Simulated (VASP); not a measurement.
Wanted: the native input for a VASP 6.6.1 run.

| Quantity | Value |
| --- | --- |
| Task | relaxation of cell and atoms |
| Functional | PBE |
| Potentials or basis | VASP PAW PBE potentials, release 64 (Sb, As, C) |
| Cutoff | 600 eV |
| k mesh | 4 × 4 × 4 |
| Occupations | gaussian, width 0.1 eV |
| Spin | no spin polarisation |
| Dipole correction | no |
| Further INCAR settings | ALGO = Normal; EDIFF = 1e-06; IBRION = 2; EDIFFG = -0.04; NSW = 90; ISIF = 3 |

The structure of Sb2As2C lies in POSCAR:

```
Sb2As2C
1.0
   -3.0456040000      3.3038427100      3.5442537900
    3.0456040000     -3.3038427100      3.5442537900
    3.0456040000      3.3038427100     -3.5442537900
Sb As C
2 2 1
Direct
    0.8172270400      0.5000000000      0.3172270400
    0.1827729600      0.5000000000      0.6827729600
    0.8737587900      0.8737587900      0.0000000000
    0.1262412100      0.1262412100      0.0000000000
    0.5000000000      0.5000000000      0.0000000000
```

One way to write it, as run:

INCAR

```
PREC = Accurate
ENCUT = 600
EDIFF = 1E-6
ISMEAR = 0
SIGMA = 0.1
LREAL = False
LASPH = True
NELM = 60
ALGO = Normal
ISIF = 3
LWAVE = False
LCHARG = False
GGA = PE
IBRION = 2
NSW = 90
EDIFFG = -0.04
```

KPOINTS

```
Automatic mesh
0
Gamma
  4 4 4
```

Potentials or basis: VASP PAW PBE potentials, release 64 (Sb, As, C).

Run with:

```sh
$ cat potpaw_PBE.64/Sb/POTCAR potpaw_PBE.64/As/POTCAR potpaw_PBE.64/C/POTCAR > POTCAR
$ mpirun -np 1 vasp_std > vasp.out
```

It gave:

The relaxed volume is 22.54 Å³/atom. The relaxed cell is a = 5.892 Å, b = 5.892 Å, c = 5.892 Å, α = 143.34°, β = 83.57°, γ = 108.04° and the space group after relaxing (to 0.05 Å) is Immm (No. 71). The energy gained by relaxing is 1479.4 meV/atom, the ionic steps are 35 and the pressure after relaxing is 0.1 GPa. The largest force after relaxing is 0.019 eV/Å. The band gap on the k mesh is zero (band 12 reaches 7.00 eV, above the bottom of band 13 at 5.33 eV).

Caveat: the volume moved by over 15 % at a fixed basis, so the end points are rough; spin-orbit coupling is left out, which moves the levels of the heavy elements.

Wall time 29 min on 1 thread of Intel(R) Xeon(R) Platinum 8259CL CPU @ 2.50GHz (Skylake/Cascade Lake) (shared host), peak memory 0.38 GiB.
